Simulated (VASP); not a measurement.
The system is KCl.

```
K Cl
1.0
     5.34367    0.00000    0.00000
    -2.67184    4.62776    0.00000
     0.00000    0.00000    6.23905
K Cl
2 2
Direct
  0.33333 0.66667 0.25000
  0.66667 0.33333 0.75000
  0.66667 0.33333 0.25000
  0.33333 0.66667 0.75000
```

Base run:

- Program: VASP 6.6.1
- Functional: r2SCAN
- Potentials or basis: VASP PAW PBE potentials, release 64 (K_sv, Cl)
- Cutoff: 520 eV
- k mesh: 6 × 6 × 4
- Occupations: gaussian, width 0.01 eV
- Spin: no spin polarisation

Its results: band gap on the k mesh 5.35 eV; pressure 0.0 GPa.

Task: The run is repeated on the same cell with these changes: functional from r2SCAN to PBE; k mesh from 6 × 6 × 4 to 6 × 6 × 2. What comes out?

Result: Band gap on the k mesh 4.77 eV; pressure 0.5 GPa.

Several settings changed at once.

Caveats: some runs use coarse meshes; the PAW data sets were made with another functional, which shifts forces and pressure a little (at least some runs).

A k mesh can miss the band edges.
